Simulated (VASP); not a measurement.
# HgTe (zincblende type) (F-43m) in VASP: notebook

Runs on HgTe (zincblende type). Level: LDA. Tasks: single point.

All numbers are computed with VASP 6.6.1; they aren't measurements. Logs are shortened: lines on timing, memory, paths and dates and some standing lists are left out, and cuts for length are marked.

## Step 1: The cell of the first run

The structure is cubic, space group F-43m (No. 216). Conventional cell: a = 5.271 Å, b = 5.271 Å, c = 5.271 Å, α = 90.00°, β = 90.00°, γ = 90.00°. Within 3.0 Å of Hg (site symmetry -43m) lie 4 Te at 2.28 Å. Within 3.0 Å of Te (site symmetry -43m) lie 4 Hg at 2.28 Å.

## Step 2: Single point, LDA (volume scaled by 0.55)

The input, INCAR:

```
PREC     = Accurate       # precision mode
ENCUT    = 520            # plane-wave cutoff, eV
EDIFF    = 1E-7           # SCF threshold, eV
ISMEAR   = -1             # smearing method
SIGMA    = 0.05           # smearing width, eV
LREAL    = F              # projectors in reciprocal space
LASPH    = T              # aspherical terms in the spheres
NELM     = 60             # most SCF steps
ALGO     = Normal         # electronic algorithm
ISIF     = 2              # what is computed and relaxed
LWAVE    = F              # write WAVECAR
LCHARG   = F              # write CHGCAR
NBANDS   = 16             # bands
```

The input, KPOINTS:

```
Automatic mesh
0
Gamma
  11 11 11
```

The input, POSCAR:

```
HgTe
1.0
    0.0000000000      2.6357094688      2.6357094688
    2.6357094688      0.0000000000      2.6357094688
    2.6357094688      2.6357094688      0.0000000000
Hg Te
1 1
Direct
    0.0000000000      0.0000000000      0.0000000000
    0.2500000000      0.2500000000      0.2500000000
```

Potentials or basis: VASP PAW LDA potentials, release 64 (Hg, Te).

Run with:

```sh
$ cat potpaw_LDA.64/Hg/POTCAR potpaw_LDA.64/Te/POTCAR > POTCAR
$ mpirun -np 1 vasp_std > vasp.out
```

OUTCAR:

```text
PREC = Accurate
   ENCUT = 520
   EDIFF = 1E-7
   ISMEAR = -1
   LREAL = F
   LASPH = T
   NELM = 60
   ISIF = 2

 ion  position               nearest neighbor table
   1  0.000  0.000  0.000-   2 2.28   2 2.28   2 2.28   2 2.28
   2  0.250  0.250  0.250-   1 2.28   1 2.28   1 2.28   1 2.28

  LATTYP: Found a face centered cubic cell.
 ALAT       =     5.2714189376

  Lattice vectors:

 A1 = (   0.0000000000,   2.6357094688,   2.6357094688)
 A2 = (   2.6357094688,   0.0000000000,   2.6357094688)
 A3 = (   2.6357094688,   2.6357094688,   0.0000000000)

Analysis of symmetry for initial positions (statically):
=====================================================================
 Subroutine PRICEL returns:
 Original cell was already a primitive cell.

 Routine SETGRP: Setting up the symmetry group for a
 face centered cubic supercell.

 Subroutine GETGRP returns: Found 24 space group operations
 (whereof 24 operations were pure point group operations)
 out of a pool of 48 trial point group operations.

The static configuration has the point symmetry T_d .

Analysis of symmetry for dynamics (positions and initial velocities):
=====================================================================
 Subroutine PRICEL returns:
 Original cell was already a primitive cell.

 Routine SETGRP: Setting up the symmetry group for a
 face centered cubic supercell.

 Subroutine GETGRP returns: Found 24 space group operations
 (whereof 24 operations were pure point group operations)
 out of a pool of 48 trial point group operations.

The dynamic configuration has the point symmetry T_d .

 Subroutine INISYM returns: Found 24 space group operations
 (whereof 24 operations are pure point group operations),
 and found     1 'primitive' translations

----------------------------------------------------------------------------------------

                                     Primitive cell

  volume of cell :      36.6204

  direct lattice vectors                    reciprocal lattice vectors
     0.000000000  2.635709469  2.635709469    -0.189702244  0.189702244  0.189702244
     2.635709469  0.000000000  2.635709469     0.189702244 -0.189702244  0.189702244
     2.635709469  2.635709469  0.000000000     0.189702244  0.189702244 -0.189702244

  length of vectors
     3.727456077  3.727456077  3.727456077     0.328573924  0.328573924  0.328573924

  position of ions in fractional coordinates (direct lattice)
     0.000000000  0.000000000  0.000000000
     0.250000000  0.250000000  0.250000000

  ion indices of the primitive-cell ions
   primitive index   ion index
                 1           1
                 2           2

----------------------------------------------------------------------------------------

 KPOINTS: Automatic mesh

Automatic generation of k-mesh.
 Grid dimensions read from file:
 generate k-points for:   11   11   11

 Generating k-lattice:

  Cartesian coordinates                     Fractional coordinates (reciprocal lattice)
    -0.017245659  0.017245659  0.017245659     0.090909091  0.000000000  0.000000000
     0.017245659 -0.017245659  0.017245659     0.000000000  0.090909091  0.000000000
     0.017245659  0.017245659 -0.017245659     0.000000000  0.000000000  0.090909091

  Length of vectors
     0.029870357  0.029870357  0.029870357

  Shift w.r.t. Gamma in fractional coordinates (k-lattice)
     0.000000000  0.000000000  0.000000000

 Subroutine IBZKPT returns following result:
 ===========================================

 Found     56 irreducible k-points:

 Following reciprocal coordinates:
            Coordinates               Weight
  0.000000  0.000000  0.000000      1.000000
  0.090909  0.000000  0.000000      8.000000
  0.181818  0.000000  0.000000      8.000000
  0.272727  0.000000  0.000000      8.000000
  0.363636  0.000000  0.000000      8.000000
  0.454545  0.000000  0.000000      8.000000
[... 16 lines left out ...]
 -0.272727  0.181818  0.000000     24.000000
 -0.181818  0.181818  0.000000     12.000000
 [... further k-points ...]
   k-points           NKPTS =     56   k-points in BZ     NKDIM =     56   number of bands    NBANDS=     16
   number of dos      NEDOS =    301   number of ions     NIONS =      2
   total plane-waves  NPLWV =  21952
   dimension x,y,z NGX =    28 NGY =   28 NGZ =   28
   dimension x,y,z NGXF=    56 NGYF=   56 NGZF=   56
   ions per type =               1   1
   NGX,Y,Z   is equivalent  to a cutoff of  12.49, 12.49, 12.49 a.u.
   NGXF,Y,Z  is equivalent  to a cutoff of  24.98, 24.98, 24.98 a.u.
 SYSTEM =  unknown system
   PREC   = accura    normal or accurate (medium, high low for compatibility)
   ISTART =      0    job   : 0-new  1-cont  2-samecut
   ICHARG =      2    charge: 1-file 2-atom 10-const
   ISPIN  =      1    spin polarized calculation?
   LNONCOLLINEAR =      F non collinear calculations
   LSORBIT =      F    spin-orbit coupling
   LASPH  =      T    aspherical Exc in radial PAW
   ENCUT  =  520.0 eV  38.22 Ry    6.18 a.u.   6.93  6.93  6.93*2*pi/ulx,y,z
   NELM   =     60;   NELMIN=  2; NELMDL= -5     # of ELM steps
   EDIFF  = 0.1E-06   stopping-criterion for ELM
   LREAL  =      F    real-space projection
   EDIFFG = 0.1E-05   stopping-criterion for IOM
   NSW    =      0    number of steps for IOM
   IBRION =     -1    ionic relax: 0-MD 1-quasi-New 2-CG
   NFREE  =      0    steps in history (QN), initial steepest desc. (CG)
   ISIF   =      2    stress and relaxation
   ISYM   =      2    0-nonsym 1-usesym 2-fastsym
   POTIM  = 0.5000    time-step for ionic-motion
   TEBEG  =    0.0;   TEEND  =   0.0 temperature during run
   PSTRESS=    0.0 pullay stress
   NELECT =      18.0000    total number of electrons
   NUPDOWN=      -1.0000    fix difference up-down
   EMIN   =  10.00;   EMAX   =-10.00  energy-range for DOS
   EFERMI =   0.00;   METHOD = LEGACY
   ISMEAR =    -1;   SIGMA  =   0.05  broadening in eV -4-tet -1-fermi 0-gaus
   EFERMI_NEDOS =   21; number of points for ismear=-14 and -15
   IALGO  =     38    algorithm
   IMIX   =      4    mixing-type and parameters
     AMIX     =   0.40;   BMIX     =  1.00
     AMIX_MAG =   1.60;   BMIX_MAG =  1.00
  volume/ion in A,a.u.               =      18.31       123.56
  Fermi-wavevector in a.u.,A,eV,Ry     =   1.291987  2.441501 22.711257  1.669230
  Thomas-Fermi vector in A             =   2.423723
   LORBIT       =      0    0 simple, 1 ext, 2 COOP (PROOUT), +10 PAW based schemes
   GGA     = CA    functional components
   LHFCALC =     F    Hartree Fock is set to
   AEXX    =    0.0000 exact exchange contribution
   IVDW    =     0    specifies the selected vdW correction
   LEPSILON=     F    determine dielectric tensor
   LRPA    =     F    only Hartree local field effects (RPA)
 non-spin polarized calculation
  energy-cutoff  :      520.00
  volume of cell :       36.62
 maximum number of plane-waves:       998
   NGX = 13   NGY = 13   NGZ = 13

 number of electron      18.0000001 magnetization

 Free energy of the ion-electron system (eV)
  ---------------------------------------------------
  ext. energy  EPLUGINS =         0.00000000
  ---------------------------------------------------
  free energy    TOTEN  =         1.83362110 eV

  energy without entropy =        1.83430953  energy(sigma->0) =        1.83396532

 E-fermi :  12.4986     XC(G=0): -12.0389

 val. band max:       12.2859210393   @ k =  -0.0909   0.0909   0.0000
 cond. band min:      12.5244090107   @ k =   0.3636   0.3636   0.0000
 fundamental gap:      0.2384879714
 Fermi energy:        12.4986122362

 k-point     1 :       0.0000    0.0000    0.0000
  band No.  band energies     occupation
      1      -6.5392      2.00000
      2      -0.8936      2.00000
      3      -0.8936      2.00000
      4      -0.8936      2.00000
      5       0.6614      2.00000
      6       0.6614      2.00000
[... 8 lines left out ...]
     15      20.5586      0.00000
     16      20.5586      0.00000

 k-point     2 :       0.0909    0.0000    0.0000
  band No.  band energies     occupation
      1      -6.4280      2.00000
      2      -0.9034      2.00000
      3      -0.8576      2.00000
      4      -0.8576      2.00000
      5       0.6498      2.00000
      6       0.6498      2.00000
[... 8 lines left out ...]
     15      20.2525      0.00000
     16      20.2525      0.00000

 k-point     3 :       0.1818    0.0000    0.0000
  band No.  band energies     occupation
      1      -6.1170      2.00000
      2      -0.8930      2.00000
      3      -0.7659      2.00000
      4      -0.7659      2.00000
      5       0.6292      2.00000
      6       0.6292      2.00000
[... 8 lines left out ...]
     15      19.9850      0.00000
     16      19.9850      0.00000

 k-point     4 :       0.2727    0.0000    0.0000
  band No.  band energies     occupation
      1      -5.6817      2.00000
      2      -0.7492      2.00000
      3      -0.6618      2.00000
      4      -0.6618      2.00000
      5       0.6320      2.00000
      6       0.6320      2.00000
[... 8 lines left out ...]
     15      20.3199      0.00000
     16      20.3199      0.00000

 k-point     5 :       0.3636    0.0000    0.0000
  band No.  band energies     occupation
      1      -5.2589      2.00000
      2      -0.5893      2.00000
      3      -0.5893      2.00000
      4      -0.3103      2.00000
      5       0.6738      2.00000
      6       0.6738      2.00000
[... 8 lines left out ...]
     15      21.2198      0.00000
     16      21.2198      0.00000

 k-point     6 :       0.4545    0.0000    0.0000
  band No.  band energies     occupation
      1      -5.0036      2.00000
      2      -0.5593      2.00000
      3      -0.5593      2.00000
      4       0.5316      2.00000
      5       0.7200      2.00000
      6       0.7200      2.00000
[... 8 lines left out ...]
     15      22.1630      0.00000
     16      22.2036      0.00000
[... 267 lines left out ...]
 k-point    21 :      -0.4545    0.1818    0.0000
  band No.  band energies     occupation
      1      -4.7584      2.00000
      2      -0.6144      2.00000
      3      -0.3508      2.00000
      4       0.2554      2.00000
      5       0.7011      2.00000
      6       1.3165      2.00000
[... 8 lines left out ...]
     15      22.2933      0.00000
     16      22.5912      0.00000

 k-point    22 :      -0.3636    0.1818    0.0000
  band No.  band energies     occupation
      1      -4.8436      2.00000
      2      -0.5800      2.00000
      3      -0.3961      2.00000
      4       0.1193      2.00000
      5       0.6122      2.00000
      6       0.9273      2.00000
[... 8 lines left out ...]
     15      20.9342      0.00000
     16      22.3771      0.00000

 k-point    23 :      -0.2727    0.1818    0.0000
  band No.  band energies     occupation
      1      -5.1333      2.00000
      2      -0.5973      2.00000
      3      -0.4854      2.00000
      4      -0.4110      2.00000
      5       0.5389      2.00000
      6       0.8180      2.00000
[... 8 lines left out ...]
     15      21.3316      0.00000
     16      23.2542      0.00000

 k-point    24 :      -0.1818    0.1818    0.0000
  band No.  band energies     occupation
      1      -5.5297      2.00000
      2      -0.7965      2.00000
      3      -0.6069      2.00000
      4      -0.5662      2.00000
      5       0.5281      2.00000
      6       0.7406      2.00000
[... 8 lines left out ...]
     15      21.3736      0.00000
     16      22.5158      0.00000

 [... further k-points ...]
[... 5 lines left out ...]
  --------------------------------------------------------------------------------------
  -------------------------------------------------------------------------------------
  Total       30.0865803     30.0865803     30.0865803      0.0000000      0.0000000      0.0000000
  in kB     1316.3179533   1316.3179533   1316.3179533      0.0000000      0.0000000      0.0000000
  external PRESSURE =    1316.3179533 kB  Pullay stress =       0.0000000 kB

 VOLUME and BASIS-vectors are now :
 -----------------------------------------------------------------------------
  energy-cutoff  :      520.00
  volume of cell :       36.62
      direct lattice vectors                 reciprocal lattice vectors
     0.000000000  2.635709469  2.635709469    -0.189702244  0.189702244  0.189702244
     2.635709469  0.000000000  2.635709469     0.189702244 -0.189702244  0.189702244
     2.635709469  2.635709469  0.000000000     0.189702244  0.189702244 -0.189702244

 POSITION                                       TOTAL-FORCE (eV/Angst)
 -----------------------------------------------------------------------------------
      0.00000      0.00000      0.00000         0.000000      0.000000      0.000000
      1.31785      1.31785      1.31785        -0.000000     -0.000000     -0.000000
 -----------------------------------------------------------------------------------
    total drift:                               -0.000001     -0.000001     -0.000001

  FREE ENERGIE OF THE ION-ELECTRON SYSTEM (eV)
  ---------------------------------------------------
  free  energy   TOTEN  =         1.8336211049 eV

  energy  without entropy=        1.8343095263  energy(sigma->0) =        1.83396532
```

Run time: 26 s. Hardware: 1 thread of Intel Xeon Platinum 8259CL at 2.50GHz (Skylake/Cascade Lake), shared host; peak memory 0.16 GiB.

What came out:

- Free energy: 1.8336 eV
- Pressure: 131.6 GPa
- Band gap on the k mesh: zero (band 9 reaches 12.67 eV, above the bottom of band 10 at 12.52 eV)

Caveat: spin-orbit coupling is left out, which moves the levels of the heavy elements.

(Part 1 of 2 ends here.)
